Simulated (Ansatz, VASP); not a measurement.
**Two plane-wave programs on Sb**

The input INCAR:

```
SYSTEM = Sb
ALGO = Normal
EDIFF = 1E-7
ENCUT = 520
GGA = PE
ISIF = 2
ISMEAR = 0
LASPH = .True.
LCHARG = .True.
LELF = .True.
LREAL = .False.
LVHAR = .True.
LWAVE = .False.
NBANDS = 18
NELM = 80
PREC = Accurate
SIGMA = 0.1
```

KPOINTS

```
k-points
0
Gamma
  6 6 4
  0 0 0
```

POSCAR

```
Sb
1.0
    4.3996000742      0.0000000000      0.0000000000
   -2.1998000371      3.8101654308      0.0000000000
    0.0000000000      0.0000000000      7.2593401225
Sb
4
Direct
    0.3333333333      0.6666666667      0.4375000000
    0.6666666667      0.3333333333      0.9375000000
    0.6666666667      0.3333333333      0.5625000000
    0.3333333333      0.6666666667      0.0625000000
```

Input for Ansatz:

```yaml
crystal:
  lattice:
    - [4.3996000742, 0.0, 0.0]
    - [-2.1998000371, 3.8101654308, 0.0]
    - [0.0, 0.0, 7.2593401225]
  atoms:
    - { symbol: Sb, position: [0.3333333333, 0.6666666667, 0.4375] }
    - { symbol: Sb, position: [0.6666666667, 0.3333333333, 0.9375] }
    - { symbol: Sb, position: [0.6666666667, 0.3333333333, 0.5625] }
    - { symbol: Sb, position: [0.3333333333, 0.6666666667, 0.0625] }
basis:
  ecutwfc: 420
kpoints:
  mp_grid: { grid: [6, 6, 4] }
hamiltonian:
  xc: pbe
scf:
  occupations: { method: gaussian, width: 0.1 }
  lower_state_search: "off"
output:
  forces: true
  stress: true
  eigenvalues: true
```

Alike in both runs: task single point; functional PBE; k mesh 6 × 6 × 4; occupations gaussian, width 0.1 eV; no spin polarisation.

|  | VASP | Ansatz |
| --- | --- | --- |
| version | VASP 6.6.1 | Ansatz 0.2.0 |
| potentials or method | VASP PAW PBE potentials, release 64 (Sb), cutoff 520 eV | scalar-relativistic, plane waves, PAW |
| valence electrons in the cell | 20 | 60 |

Ansatz gave:

- gap on the k mesh at the Fermi level (eV): none
- pressure (GPa): 22.2
- traceless stress, the component that is largest in VASP (GPa): -1.66
- rms of the force components (eV/Å): 0.218

Q: Which values does VASP return?

A: gap on the k mesh at the Fermi level (eV): none; pressure (GPa): 22.5; traceless stress, the component that is largest in VASP (GPa): -1.76; rms of the force components (eV/Å): 0.222.

Atom by atom the forces differ by 0.004 eV/Å (rms over components). A gap of «none» marks a metal or a gap that the smearing closes. The functional is the same, so the differences come from potentials, cutoffs and numerics. VASP's potentials hold 20 valence electrons a cell and Ansatz's 60, so a difference there can come from the potentials and not from the codes.

Spin-orbit coupling is off throughout.
